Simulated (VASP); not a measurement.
ZnSe (Stilleite), 2 atoms in the cell. The structure is cubic, space group F-43m (No. 216). Conventional cell: a = 5.668 Å, b = 5.668 Å, c = 5.668 Å, α = 90.00°, β = 90.00°, γ = 90.00°. Se (site symmetry -43m) has 4 Zn at 2.45 Å within 3.2 Å. Zn (site symmetry -43m) has 4 Se at 2.45 Å within 3.2 Å. 

| Item | Value |
| --- | --- |
| Program | VASP 6.6.1 |
| Task | relaxation of cell and atoms |
| Functional | PBEsol |
| Potentials or basis | VASP PAW PBE potentials, release 64 (Se, Zn) |
| Cutoff | 600 eV |
| k mesh | 8 × 8 × 8 |
| Occupations | fermi-dirac, width 0.05 eV |
| Spin | no spin polarisation |
| Target pressure | 5 GPa |
| Dipole correction | no |
| Further INCAR settings | ALGO = Normal; EDIFF = 1e-06; IBRION = 2; EDIFFG = -0.01; NSW = 60; ISIF = 3 |

Potentials or basis: VASP PAW PBE potentials, release 64 (Se, Zn).

Command:

```bash
$ cat potpaw_PBE.64/Se/POTCAR potpaw_PBE.64/Zn/POTCAR > POTCAR
$ mpirun -np 1 vasp_std > vasp.out
```

Hardware: 1 thread of AMD EPYC 7R13 (shared host).

Problem. How long does it take, and how much memory?

Solution. Run time: 100 s on 1 thread of AMD EPYC 7R13 (shared host), peak memory 0.17 GiB. Counts: scf iterations 31, k points 29, ion steps 3.
